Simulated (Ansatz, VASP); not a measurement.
**One calculation of Pt, two programs**

```xyz
3
Lattice="1.3839 0.7990 7.1048 -1.3839 0.7990 7.1048 0.0000 -1.5980 7.1048" Properties=species:S:1:pos:R:3 pbc="T T T"
Pt    0.0000    0.0000    0.0000
Pt    0.0000    0.0000    4.7467
Pt    0.0000    0.0000   16.5677
```

Alike in both runs: functional PBE; k mesh 9 × 9 × 9; occupations gaussian, width 0.1 eV; no spin polarisation.

Ansatz relaxed the structure, and its values are those at the end. VASP's run is a single point on that final structure, the one shown.

|  | VASP | Ansatz |
| --- | --- | --- |
| version | VASP 6.6.1 | Ansatz 0.2.0 |
| potentials or method | VASP PAW PBE potentials, release 64 (Pt), cutoff 520 eV | scalar-relativistic, plane waves, PAW |
| valence electrons in the cell | 30 | 54 |

Ansatz gave:

| Property | Result |
| --- | --- |
| gap on the k mesh at the Fermi level (eV) | none |
| pressure (GPa) | -0.1 |

Problem. Estimate VASP's values.

Solution. gap on the k mesh at the Fermi level (eV): none; pressure (GPa): -0.6.

A gap of «none» marks a metal or a gap that the smearing closes. The functional is the same, so the differences come from potentials, cutoffs and numerics. VASP's potentials hold 30 valence electrons a cell and Ansatz's 54, so a difference there can come from the potentials and not from the codes.

Spin-orbit coupling is off throughout.
